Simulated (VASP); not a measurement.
# TiC (Fm-3m) in VASP: a series of runs, part 2 of 2

VASP 6.6.1. The steps go on from the part before.

## 5. Single point, LDA

This run uses another cell than the first one, of 10.36 Å³/atom, 1.062 times its volume.

INCAR reads:

```
SYSTEM = TiC
  ALGO = Normal
  EDIFF = 1E-7
  ENCUT = 520
  ISIF = 2
  ISMEAR = -1
  LASPH = .True.
  LCHARG = .False.
  LREAL = .False.
  LWAVE = .False.
  NBANDS = 15
  NELM = 100
  PREC = Accurate
  SIGMA = 0.05
```

KPOINTS reads:

```
k-points
0
Gamma
  11 11 11
  0 0 0
```

POSCAR reads:

```
TiC
1.0
    3.0830729217      0.0000000000      0.0000000000
    1.5415364609      2.6700194719      0.0000000000
    1.5415364609      0.8900064907      2.5173184993
Ti C
1 1
Direct
    0.0000000000      0.0000000000      0.0000000000
    0.5000000000      0.5000000000      0.5000000000
```

Potentials or basis: VASP PAW LDA potentials, release 64 (Ti_sv, C).

Run with:

```sh
$ cat potpaw_LDA.64/Ti_sv/POTCAR potpaw_LDA.64/C/POTCAR > POTCAR
$ mpirun -np 1 vasp_std > vasp.out
```

OUTCAR:

```text
SYSTEM = TiC
   EDIFF = 1E-7
   ENCUT = 520
   ISIF = 2
   ISMEAR = -1
   LASPH = .True.
   LREAL = .False.
   NELM = 100
   PREC = Accurate

 ion  position               nearest neighbor table
   1  0.000  0.000  0.000-   2 2.18   2 2.18   2 2.18   2 2.18   2 2.18   2 2.18
   2  0.500  0.500  0.500-   1 2.18   1 2.18   1 2.18   1 2.18   1 2.18   1 2.18

  LATTYP: Found a face centered cubic cell.
 ALAT       =     4.3601235397

  Lattice vectors:

 A1 = (   3.0830729217,   0.0000000000,   0.0000000000)
 A2 = (   1.5415364609,   2.6700194719,   0.0000000000)
 A3 = (   1.5415364609,   0.8900064907,   2.5173184993)

Analysis of symmetry for initial positions (statically):
=====================================================================
 Subroutine PRICEL returns:
 Original cell was already a primitive cell.

 Routine SETGRP: Setting up the symmetry group for a
 face centered cubic supercell.

 Subroutine GETGRP returns: Found 48 space group operations
[... 9 lines left out ...]

 Routine SETGRP: Setting up the symmetry group for a
 face centered cubic supercell.

 Subroutine GETGRP returns: Found 48 space group operations
[... 11 lines left out ...]
                                     Primitive cell

  volume of cell :      20.7222

  direct lattice vectors                    reciprocal lattice vectors
     3.083072922  0.000000000  0.000000000     0.324351718 -0.187264552 -0.132416035
     1.541536461  2.670019472  0.000000000     0.000000000  0.374529104 -0.132416035
     1.541536461  0.890006491  2.517318499     0.000000000  0.000000000  0.397248104

  length of vectors
     3.083072922  3.083072922  3.083072922     0.397248104  0.397248104  0.397248104

  position of ions in fractional coordinates (direct lattice)
[... 8 lines left out ...]
----------------------------------------------------------------------------------------

 KPOINTS: k-points

Automatic generation of k-mesh.
 Grid dimensions read from file:
 generate k-points for:   11   11   11

 Generating k-lattice:

  Cartesian coordinates                     Fractional coordinates (reciprocal lattice)
     0.029486520 -0.017024050 -0.012037821     0.090909091  0.000000000  0.000000000
     0.000000000  0.034048100 -0.012037821     0.000000000  0.090909091 -0.000000000
     0.000000000  0.000000000  0.036113464     0.000000000  0.000000000  0.090909091

[... 83 lines left out ...]
   AEXX    =    0.0000 exact exchange contribution
   IVDW    =     0    specifies the selected vdW correction
   LEPSILON=     F    determine dielectric tensor
   LRPA    =     F    only Hartree local field effects (RPA)
 non-spin polarized calculation
  energy-cutoff  :      520.00
  volume of cell :       20.72
 maximum number of plane-waves:       568
   NGX = 11   NGY = 11   NGZ = 11

 number of electron      15.9999997 magnetization

 Free energy of the ion-electron system (eV)
  ---------------------------------------------------
  ext. energy  EPLUGINS =         0.00000000
  ---------------------------------------------------
  free energy    TOTEN  =       -20.46901710 eV

  energy without entropy =      -20.46650921  energy(sigma->0) =      -20.46776316

 E-fermi :   9.0446     XC(G=0): -12.8753

 val. band max:        8.9383571891   @ k =   0.4545   0.4545  -0.0000
 cond. band min:       9.1308666587   @ k =   0.3636   0.2727  -0.0000
 fundamental gap:      0.1925094696
 Fermi energy:         9.0445717487

 k-point     1 :       0.0000    0.0000    0.0000
  band No.  band energies     occupation
      1     -46.9367      2.00000
      2     -23.3536      2.00000
      3     -23.3536      2.00000
      4     -23.3536      2.00000
      5      -3.1202      2.00000
      6       9.6195      0.00002
      7       9.6195      0.00002
      8       9.6195      0.00002
      9      10.6627      0.00000
     10      10.6627      0.00000
     11      10.6627      0.00000
     12      10.6669      0.00000
     13      10.6669      0.00000
     14      19.3104      0.00000
[... 401 lines left out ...]
      2     -23.6155      2.00000
      3     -23.4572      2.00000
      4     -23.3731      2.00000
      5      -1.4244      2.00000
      6       5.8259      2.00000
      7       6.8855      2.00000
      8       7.0907      2.00000
      9      10.4514      0.00000
     10      11.5506      0.00000
     11      12.4706      0.00000
     12      13.2537      0.00000
     13      16.0937      0.00000
     14      20.5918      0.00000
     15      22.3528      0.00000

 [... further k-points ...]
[... 5 lines left out ...]
  --------------------------------------------------------------------------------------
  -------------------------------------------------------------------------------------
  Total       -2.1054991     -2.1054991     -2.1054991     -0.0000000     -0.0000000     -0.0000000
  in kB     -162.7905754   -162.7905754   -162.7905754     -0.0000000     -0.0000000     -0.0000000
  external PRESSURE =    -162.7905754 kB  Pullay stress =       0.0000000 kB

 VOLUME and BASIS-vectors are now :
 -----------------------------------------------------------------------------
  energy-cutoff  :      520.00
  volume of cell :       20.72
      direct lattice vectors                 reciprocal lattice vectors
     3.083072922  0.000000000  0.000000000     0.324351718 -0.187264552 -0.132416035
     1.541536461  2.670019472  0.000000000     0.000000000  0.374529104 -0.132416035
     1.541536461  0.890006491  2.517318499     0.000000000  0.000000000  0.397248104

 POSITION                                       TOTAL-FORCE (eV/Angst)
 -----------------------------------------------------------------------------------
      0.00000      0.00000      0.00000        -0.000000     -0.000000      0.000000
      3.08307      1.78001      1.25866         0.000000      0.000000      0.000000
 -----------------------------------------------------------------------------------
    total drift:                               -0.000000      0.000000      0.000000

  FREE ENERGIE OF THE ION-ELECTRON SYSTEM (eV)
  ---------------------------------------------------
  free  energy   TOTEN  =       -20.4690171035 eV

  energy  without entropy=      -20.4665092076  energy(sigma->0) =      -20.46776316
```

stdout:

```text
POSCAR found type information on POSCAR TiC
 POSCAR found :  2 types and       2 ions
 scaLAPACK will be used
 LDA part: xc-table for (Slater(with rela. corr.)+CA(PZ))
 , standard interpolation
 POSCAR, INCAR and KPOINTS ok, starting setup
 FFT: planning ... GRIDC
 FFT: planning ... GRID_SOFT
 FFT: planning ... GRID
 WAVECAR not read
 entering main loop
```

Run time: 28 s. Hardware: 1 thread of Intel Xeon Platinum 8375C at 2.90GHz (Ice Lake), shared host; peak memory 0.14 GiB.

Results:

```yaml
Free_energy: -20.4690 eV
Pressure: -16.3 GPa
Band_gap_on_the_k_mesh: zero (band 8 reaches 9.62 eV, above the bottom of band 9 at 8.59 eV)
```

## 6. The runs side by side

```csv
cell,gap on the mesh (eV),pressure (GPa)
"a = 3.021 Å, angles 60.0°, 2 atoms",none,-1.6
"a = 3.042 Å, angles 60.0°, 2 atoms",none,-7.1
"a = 3.063 Å, angles 60.0°, 2 atoms",none,-11.9
"a = 3.083 Å, angles 60.0°, 2 atoms",none,-16.3
```

Alike in all rows: task single point; level LDA; potentials or basis VASP PAW LDA potentials, release 64 (Ti_sv, C); no spin polarisation; k mesh 11 × 11 × 11; cutoff (eV) 520; smearing fermi-dirac 0.05 eV.

Total energies depend on the potentials used, so only differences within one code and one set of settings carry meaning.
